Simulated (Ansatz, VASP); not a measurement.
**One calculation of TiO2, two programs**

```
CELL_PARAMETERS angstrom
1.39875 0.80757 4.54273
-1.39875 0.80757 4.54273
0.00000 -1.61514 4.54273
ATOMIC_POSITIONS crystal
Ti 0.00000 0.00000 0.00000
O 0.60176 0.60176 0.60176
O 0.39824 0.39824 0.39824
```

Alike in both runs: task single point; functional PBE; dispersion D3(BJ); k mesh 9 × 9 × 9; occupations gaussian, width 0.05 eV; no spin polarisation; Hubbard terms Ti d U = 4.0 eV.

```csv
,VASP,Ansatz
version,VASP 6.6.1,Ansatz 0.2.0
potentials or method,"VASP PAW PBE potentials, release 64 (Ti_sv, O), cutoff 520 eV","scalar-relativistic, plane waves, PAW"
valence electrons in the cell,24,24
```

Ansatz gave:

| Property | Result |
| --- | --- |
| gap on the k mesh at the Fermi level (eV) | 3.59 |
| least direct gap on the mesh (eV) | 4.00 |
| rms of the force components (eV/Å) | 1.993 |

**Question.** Estimate VASP's values.

**Answer.** gap on the k mesh at the Fermi level (eV): 3.71; least direct gap on the mesh (eV): 4.14; rms of the force components (eV/Å): 2.257.

The programs project onto different local orbitals, so the same U acts differently, and such runs can settle in different states. Atom by atom the forces differ by 0.264 eV/Å (rms over components).
